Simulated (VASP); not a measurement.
# TaN (Fm-3m) in VASP: a series of runs, part 2 of 2

VASP 6.6.1. The steps go on from the part before.

**3. Vibrations by perturbation theory, PBE**

This run uses another cell than the first one, of 10.66 Å³/atom, 1.112 times its volume.

File INCAR:

```
SYSTEM = TaN
  PREC = Accurate
  ENCUT = 520
  EDIFF = 1E-8
  ISMEAR = -1
  SIGMA = 0.15
  LREAL = .FALSE.
  LASPH = .TRUE.
  NELM = 60
  ALGO = Normal
  ISIF = 2
  LWAVE = .FALSE.
  LCHARG = .FALSE.
  GGA = PE
  IBRION = 8
  NSW = 1
```

File KPOINTS:

```
Automatic mesh
0
G
  16 16 16
  0 0 0
```

File POSCAR:

```
TaN
1.0
    0.0000000000      2.2004855103      2.2004855103
    2.2004855103      0.0000000000      2.2004855103
    2.2004855103      2.2004855103      0.0000000000
Ta N
1 1
Direct
    0.5000000000      0.5000000000      0.5000000000
    0.0000000000      0.0000000000      0.0000000000
```

Potentials or basis: VASP PAW PBE potentials, release 64 (Ta_pv, N).

Started as:

```
cat potpaw_PBE.64/Ta_pv/POTCAR potpaw_PBE.64/N/POTCAR > POTCAR
mpirun -np 1 vasp_std > vasp.out
```

OUTCAR:

```text
SYSTEM = TaN
   PREC = Accurate
   ENCUT = 520
   EDIFF = 1E-8
   ISMEAR = -1
   LREAL = .FALSE.
   LASPH = .TRUE.
   NELM = 60
   ISIF = 2
   GGA = PE
   IBRION = 8
   NSW = 1

 ion  position               nearest neighbor table
   1  0.500  0.500  0.500-   2 2.20   2 2.20   2 2.20   2 2.20   2 2.20   2 2.20
   2  0.000  0.000  0.000-   1 2.20   1 2.20   1 2.20   1 2.20   1 2.20   1 2.20

  LATTYP: Found a face centered cubic cell.
 ALAT       =     4.4009710206

  Lattice vectors:

 A1 = (   0.0000000000,   2.2004855103,   2.2004855103)
 A2 = (   2.2004855103,   0.0000000000,   2.2004855103)
 A3 = (   2.2004855103,   2.2004855103,   0.0000000000)

Analysis of symmetry for initial positions (statically):
=====================================================================
 Subroutine PRICEL returns:
 Original cell was already a primitive cell.

 Routine SETGRP: Setting up the symmetry group for a
 face centered cubic supercell.

 Subroutine GETGRP returns: Found 48 space group operations
 (whereof 48 operations were pure point group operations)
 out of a pool of 48 trial point group operations.

The static configuration has the point symmetry O_h .

Analysis of symmetry for dynamics (positions and initial velocities):
=====================================================================
 Subroutine PRICEL returns:
 Original cell was already a primitive cell.

 Routine SETGRP: Setting up the symmetry group for a
 face centered cubic supercell.

 Subroutine GETGRP returns: Found 48 space group operations
 (whereof 48 operations were pure point group operations)
 out of a pool of 48 trial point group operations.

The dynamic configuration has the point symmetry O_h .

 Subroutine INISYM returns: Found 48 space group operations
 (whereof 48 operations are pure point group operations),
 and found     1 'primitive' translations

----------------------------------------------------------------------------------------

                                     Primitive cell

  volume of cell :      21.3101

  direct lattice vectors                    reciprocal lattice vectors
     0.000000000  2.200485510  2.200485510    -0.227222582  0.227222582  0.227222582
     2.200485510  0.000000000  2.200485510     0.227222582 -0.227222582  0.227222582
     2.200485510  2.200485510  0.000000000     0.227222582  0.227222582 -0.227222582

  length of vectors
     3.111956452  3.111956452  3.111956452     0.393561057  0.393561057  0.393561057

  position of ions in fractional coordinates (direct lattice)
     0.500000000  0.500000000  0.500000000
     0.000000000  0.000000000  0.000000000

  ion indices of the primitive-cell ions
   primitive index   ion index
                 1           1
                 2           2

----------------------------------------------------------------------------------------

[... 132 lines left out ...]
      6       5.6999      2.00000
      7       5.6999      2.00000
      8       7.4239      2.00000
      9       7.4239      2.00000
     10       7.4239      2.00000
     11       9.5879      0.76478
     12       9.5879      0.76478
[... 331 lines left out ...]
 k-point    24 :      -0.0625    0.0625    0.0000
  band No.  band energies     occupation
      1     -26.3383      2.00000
      2     -26.2772      2.00000
      3     -26.2575      2.00000
      4      -9.0779      2.00000
      5       4.4944      2.00000
      6       4.8175      2.00000
      7       5.1589      2.00000
      8       7.5979      1.99999
      9       7.8115      1.99998
     10       8.1228      1.99981
     11      10.0000      0.07631
     12      10.8605      0.00026

 [... further k-points ...]
[... 5 lines left out ...]
  --------------------------------------------------------------------------------------
  -------------------------------------------------------------------------------------
  Total        0.6420058      0.6420058      0.6420058      0.0000000      0.0000000      0.0000000
  in kB       48.2685194     48.2685194     48.2685194      0.0000000      0.0000000      0.0000000
  external PRESSURE =      48.2685194 kB  Pullay stress =       0.0000000 kB

 VOLUME and BASIS-vectors are now :
 -----------------------------------------------------------------------------
  energy-cutoff  :      520.00
  volume of cell :       21.31
      direct lattice vectors                 reciprocal lattice vectors
     0.000000000  2.200485510  2.200485510    -0.227222582  0.227222582  0.227222582
     2.200485510  0.000000000  2.200485510     0.227222582 -0.227222582  0.227222582
     2.200485510  2.200485510  0.000000000     0.227222582  0.227222582 -0.227222582

 POSITION                                       TOTAL-FORCE (eV/Angst)
 -----------------------------------------------------------------------------------
      2.20049      2.20049      2.20049         0.000000     -0.000000      0.000000
      0.00000      0.00000      0.00000        -0.000000      0.000000     -0.000000
 -----------------------------------------------------------------------------------
    total drift:                                0.000000     -0.000000     -0.000000

  FREE ENERGIE OF THE ION-ELECTRON SYSTEM (eV)
  ---------------------------------------------------
  free  energy   TOTEN  =       -21.8529500368 eV

  energy  without entropy=      -21.7908822992  energy(sigma->0) =      -21.82191617

[... ionic steps 2 to 3 ...]

--------------------------------------- Ionic step        4  -------------------------------------------

------------------------ aborting loop because EDIFF is reached ----------------------------------------

[... ionic steps 5 to 6 ...]

--------------------------------------- Ionic step        7  -------------------------------------------

 Free energy of the ion-electron system (eV)
  ---------------------------------------------------
  ---------------------------------------------------
  free energy    TOTEN  =        -0.23515765 eV

  energy without entropy =       -0.23515764

------------------------ aborting loop because EDIFF is reached ----------------------------------------

 INTERNAL STRAIN TENSOR  FOR ION    2  DIRECTION 1   (eV/Angst):
 -----------------------------------------------------------------------------
     0.04511 -0.00000  0.00000
     0.00000 -0.02025  0.00000
     0.00000  0.00000 -0.02025

 INTERNAL STRAIN TENSOR FOR ION    2 for displacements in x,y,z  (eV/Angst):
          X           Y           Z          XY          YZ          ZX
  --------------------------------------------------------------------------------
  x     0.00000     0.00000     0.00000     0.00000     0.00000     0.00000
  y     0.00000     0.00000     0.00000     0.00000     0.00000     0.00000
  z     0.00000     0.00000     0.00000     0.00000     0.00000     0.00000

 SECOND DERIVATIVES (NOT SYMMETRIZED)
 ------------------------------------
               1X          1Y          1Z          2X          2Y          2Z
  1X    -7.566982    0.000000    0.000000    7.566982    0.000000    0.000000
  1Y     0.000000   -7.566982    0.000000    0.000000    7.566982    0.000000
  1Z     0.000000    0.000000   -7.566982    0.000000    0.000000    7.566982
  2X     7.562047    0.000000    0.000000   -7.562047    0.000000    0.000000
  2Y     0.000000    7.562047    0.000000    0.000000   -7.562047    0.000000
  2Z     0.000000    0.000000    7.562047    0.000000    0.000000   -7.562047

 Eigenvectors and eigenvalues of the dynamical matrix
 ----------------------------------------------------

   1 f  =   11.925722 THz    74.931518 2PiTHz  397.799251 cm-1    49.320799 meV
             X         Y         Z           dx          dy          dz
      2.200486  2.200486  2.200486    -0.262443   -0.054644   -0.000000
      0.000000  0.000000  0.000000     0.943171    0.196381   -0.000000
[... 21 lines left out ...]
   6 f/i=    0.001005 THz     0.006313 2PiTHz    0.033514 cm-1     0.004155 meV
             X         Y         Z           dx          dy          dz
      2.200486  2.200486  2.200486     0.320329   -0.763377   -0.492730
      0.000000  0.000000  0.000000     0.089133   -0.212414   -0.137105

--------------------------------------------------------------------------------------------------------

 ELASTIC MODULI CONTR FROM IONIC RELAXATION (kBar)
 Direction    XX          YY          ZZ          XY          YZ          ZX
 --------------------------------------------------------------------------------
 XX           0.0000      0.0000      0.0000      0.0000      0.0000      0.0000
 YY           0.0000      0.0000      0.0000      0.0000      0.0000      0.0000
 ZZ           0.0000      0.0000      0.0000      0.0000      0.0000      0.0000
 XY           0.0000      0.0000      0.0000      0.0000      0.0000      0.0000
 YZ           0.0000      0.0000      0.0000      0.0000      0.0000      0.0000
 ZX           0.0000      0.0000      0.0000      0.0000      0.0000      0.0000
 --------------------------------------------------------------------------------
```

OSZICAR:

```text
N       E                     dE             d eps       ncg     rms          rms(c)
DAV:   1     0.900509845637E+02    0.90051E+02   -0.92704E+03  3480   0.141E+03
DAV:   2    -0.209034220030E+02   -0.11095E+03   -0.10526E+03  4004   0.340E+02
DAV:   3    -0.248209425417E+02   -0.39175E+01   -0.37908E+01  4352   0.576E+01
[... 42 lines left out ...]
RMM:   8    -0.235160829071E+00   -0.52826E-05   -0.10578E-07 14744   0.144E-03    0.207E-04
RMM:   9    -0.235157610267E+00    0.32188E-05   -0.26299E-08 14389   0.565E-04    0.290E-05
RMM:  10    -0.235157554463E+00    0.55804E-07   -0.80362E-08 16494   0.166E-04    0.167E-05
RMM:  11    -0.235157662410E+00   -0.10795E-06   -0.32468E-08 16071   0.463E-05    0.821E-06
RMM:  12    -0.235157639967E+00    0.22443E-07   -0.50844E-09 14948   0.172E-05    0.225E-06
RMM:  13    -0.235157645506E+00   -0.55390E-08   -0.12814E-08 10156   0.711E-06    0.688E-07
 Linear response finished
```

Wall time 1.9 min (1 thread of Intel Xeon Platinum 8559C (Emerald Rapids), shared host); peak memory 0.35 GiB.

What came out:

* Highest phonon frequency at Γ, LO-TO splitting left out: 398 cm⁻¹

Phonon frequencies in cm⁻¹ (negative: imaginary):
```tsv
q point	frequencies
(0.000, 0.000, 0.000)	0 0 0 398 398 398
```

Caveat: the cell wasn't relaxed at this level first, which shifts response properties; spin-orbit coupling is left out, which moves the levels of the heavy elements.

**4. Vibrations by perturbation theory, PBE**

This run uses another cell than the first one, of 10.75 Å³/atom, 1.121 times its volume.

File INCAR:

```
SYSTEM = TaN
PREC = Accurate ; ENCUT = 520
EDIFF = 1E-8 ; ISMEAR = -1
SIGMA = 0.15 ; LREAL = .False.
LASPH = .True. ; NELM = 100
ALGO = Normal ; ISIF = 2
LWAVE = .False. ; LCHARG = .False.
GGA = PE ; IBRION = 8
NSW = 1
```

File KPOINTS:

```
Automatic mesh
0
Gamma
  16 16 16
  0 0 0
```

File POSCAR:

```
TaN
1.0
    0.0000000000      2.2070194966      2.2070194966
    2.2070194966      0.0000000000      2.2070194966
    2.2070194966      2.2070194966      0.0000000000
Ta N
1 1
Direct
    0.5000000000      0.5000000000      0.5000000000
    0.0000000000      0.0000000000      0.0000000000
```

Potentials or basis: VASP PAW PBE potentials, release 64 (Ta_pv, N).

Started as:

```
cat potpaw_PBE.64/Ta_pv/POTCAR potpaw_PBE.64/N/POTCAR > POTCAR
mpirun -np 1 vasp_std > vasp.out
```

OUTCAR:

```text
SYSTEM = TaN
   PREC = Accurate
   ENCUT = 520
   EDIFF = 1E-8
   ISMEAR = -1
   LREAL = .False.
   LASPH = .True.
   NELM = 100
   ISIF = 2
   GGA = PE
   IBRION = 8
   NSW = 1

 ion  position               nearest neighbor table
   1  0.500  0.500  0.500-   2 2.21   2 2.21   2 2.21   2 2.21   2 2.21   2 2.21
   2  0.000  0.000  0.000-   1 2.21   1 2.21   1 2.21   1 2.21   1 2.21   1 2.21

  LATTYP: Found a face centered cubic cell.
 ALAT       =     4.4140389932

  Lattice vectors:

 A1 = (   0.0000000000,   2.2070194966,   2.2070194966)
 A2 = (   2.2070194966,   0.0000000000,   2.2070194966)
 A3 = (   2.2070194966,   2.2070194966,   0.0000000000)

Analysis of symmetry for initial positions (statically):
=====================================================================
 Subroutine PRICEL returns:
 Original cell was already a primitive cell.

 Routine SETGRP: Setting up the symmetry group for a
 face centered cubic supercell.

[... 586 lines left out ...]

 INTERNAL STRAIN TENSOR  FOR ION    2  DIRECTION 1   (eV/Angst):
 -----------------------------------------------------------------------------
     0.04561  0.00000  0.00000
     0.00000 -0.02033 -0.00000
    -0.00000 -0.00000 -0.02033

 INTERNAL STRAIN TENSOR FOR ION    2 for displacements in x,y,z  (eV/Angst):
          X           Y           Z          XY          YZ          ZX
  --------------------------------------------------------------------------------
  x     0.00000     0.00000     0.00000     0.00000     0.00000     0.00000
  y     0.00000     0.00000     0.00000     0.00000     0.00000     0.00000
  z     0.00000     0.00000     0.00000     0.00000     0.00000     0.00000

 SECOND DERIVATIVES (NOT SYMMETRIZED)
 ------------------------------------
               1X          1Y          1Z          2X          2Y          2Z
  1X    -7.139398    0.000000    0.000000    7.139398    0.000000    0.000000
  1Y     0.000000   -7.139398    0.000000    0.000000    7.139398    0.000000
  1Z     0.000000    0.000000   -7.139398    0.000000    0.000000    7.139398
  2X     7.137307    0.000000    0.000000   -7.137307    0.000000    0.000000
  2Y     0.000000    7.137307    0.000000    0.000000   -7.137307    0.000000
  2Z     0.000000    0.000000    7.137307    0.000000    0.000000   -7.137307

 Eigenvectors and eigenvalues of the dynamical matrix
 ----------------------------------------------------

   1 f  =   11.585814 THz    72.795818 2PiTHz  386.461166 cm-1    47.915056 meV
             X         Y         Z           dx          dy          dz
      2.207019  2.207019  2.207019     0.000000    0.268027   -0.000000
      0.000000  0.000000  0.000000     0.000000   -0.963411    0.000000
[... 21 lines left out ...]
   6 f/i=    0.000438 THz     0.002754 2PiTHz    0.014621 cm-1     0.001813 meV
             X         Y         Z           dx          dy          dz
      2.207019  2.207019  2.207019     0.016644    0.599641   -0.753867
      0.000000  0.000000  0.000000     0.004630    0.166824   -0.209730

--------------------------------------------------------------------------------------------------------

 ELASTIC MODULI CONTR FROM IONIC RELAXATION (kBar)
 Direction    XX          YY          ZZ          XY          YZ          ZX
 --------------------------------------------------------------------------------
 XX           0.0000      0.0000      0.0000      0.0000      0.0000      0.0000
 YY           0.0000      0.0000      0.0000      0.0000      0.0000      0.0000
 ZZ           0.0000      0.0000      0.0000      0.0000      0.0000      0.0000
 XY           0.0000      0.0000      0.0000      0.0000      0.0000      0.0000
 YZ           0.0000      0.0000      0.0000      0.0000      0.0000      0.0000
 ZX           0.0000      0.0000      0.0000      0.0000      0.0000      0.0000
 --------------------------------------------------------------------------------
```

Run time: 2.2 min. Hardware: 1 thread of Intel Xeon Platinum 8375C at 2.90GHz (Ice Lake), shared host; peak memory 0.36 GiB.

What came out:

```
Highest phonon frequency at Γ, LO-TO splitting left out : 386 cm⁻¹
```

Phonon frequencies in cm⁻¹ (negative: imaginary):
```
              q point        frequencies
(0.000, 0.000, 0.000)  0 0 0 386 386 386
```

Caveat: the cell wasn't relaxed at this level first, which shifts response properties; spin-orbit coupling is left out, which moves the levels of the heavy elements.
